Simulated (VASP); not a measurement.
Ca: single point with PBE

Ca:

```
CELL_PARAMETERS angstrom
0.00000 2.76240 2.76240
2.76240 0.00000 2.76240
2.76240 2.76240 0.00000
ATOMIC_POSITIONS crystal
Ca 0.00000 0.00000 0.00000
```

```
Program                 : VASP 6.6.1
Task                    : single point
Functional              : PBE
Potentials or basis     : VASP PAW PBE potentials, release 64 (Ca_sv)
Cutoff                  : 520 eV
k mesh                  : 14 × 14 × 14
Occupations             : gaussian, width 0.1 eV
Spin                    : no spin polarisation
Dipole correction       : no
k mesh for the DOS      : 21 × 21 × 21
Occupations for the DOS : tetrahedron
Further INCAR settings  : ALGO = Normal; EDIFF = 1e-07; NBANDS = 11
```

```
Valence electrons inside the program's atomic spheres : Ca 8.08
```

Levels at points of the mesh, in eV from the Fermi level:
| k point | band 1 | band 2 | band 3 | band 4 | band 5 | band 6 | band 7 | band 8 | band 9 | band 10 |
| --- | --- | --- | --- | --- | --- | --- | --- | --- | --- | --- |
| (0.00, 0.00, 0.00) | -42.01 | -22.93 | -22.93 | -22.93 | -4.02 | 2.34 | 2.34 | 2.34 | 3.41 | 3.41 |

Wall time 2.9 min on 1 thread of Intel Xeon 8259CL (shared host), peak memory 0.26 GiB.
